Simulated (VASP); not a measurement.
Write the native input for VASP 6.6.1 that does the following.

```
Task                   : single point
Functional             : PBEsol
Potentials or basis    : VASP PAW PBE potentials, release 64 (Ge_d, Sb, Te)
Cutoff                 : 520 eV
k mesh                 : 12 × 12 × 12
Occupations            : gaussian, width 0.02 eV
Spin                   : no spin polarisation
Dipole correction      : no
Further INCAR settings : ALGO = Normal; EDIFF = 1e-06; NBANDS = 33
```

The structure of GeSb2Te4 lies in POSCAR:

```
GeSb2Te4
1.0
    2.1170558382      1.2222827581     13.4710789348
   -2.1170558382      1.2222827581     13.4710789348
    0.0000000000     -2.4445655162     13.4710789348
Ge Sb Te
1 2 4
Direct
    0.5704842059      0.5704842059      0.5704842059
    0.4282701783      0.4282701783      0.4282701783
    0.9969609797      0.9969609797      0.9969609797
    0.8687981018      0.8687981018      0.8687981018
    0.1372050521      0.1372050521      0.1372050521
    0.7114083695      0.7114083695      0.7114083695
    0.2868721127      0.2868721127      0.2868721127
```

These files were run (other wordings do the same):

INCAR

```
SYSTEM = GeSb2Te4
  ALGO = Normal
  EDIFF = 1E-6
  ENCUT = 520
  GGA = PS
  ISIF = 2
  ISMEAR = 0
  KPAR = 4
  LASPH = .TRUE.
  LCHARG = .FALSE.
  LREAL = .FALSE.
  LWAVE = .FALSE.
  NBANDS = 33
  NELM = 100
  PREC = Accurate
  SIGMA = 0.02
```

KPOINTS

```
k-points
0
G
  12 12 12
  0 0 0
```

Potentials or basis: VASP PAW PBE potentials, release 64 (Ge_d, Sb, Te).

Command:

```console
$ cat potpaw_PBE.64/Ge_d/POTCAR potpaw_PBE.64/Sb/POTCAR potpaw_PBE.64/Te/POTCAR > POTCAR
$ mpirun -np 4 vasp_std > vasp.out
```

Results of the run:

```json
{
 "Pressure": "0.1 GPa",
 "Largest force": "0.039 eV/Å",
 "Band gap on the k mesh": "0.18 eV (least direct gap 0.26 eV)"
}
```

Caveat: the PAW data sets were made with another functional, which shifts forces and pressure a little; spin-orbit coupling is left out, which moves the levels of the heavy elements.

Wall time 54 min on 4 MPI ranks on Intel(R) Xeon(R) Platinum 8375C CPU @ 2.90GHz (Ice Lake), on a shared host, peak memory 2.9 GiB a rank.
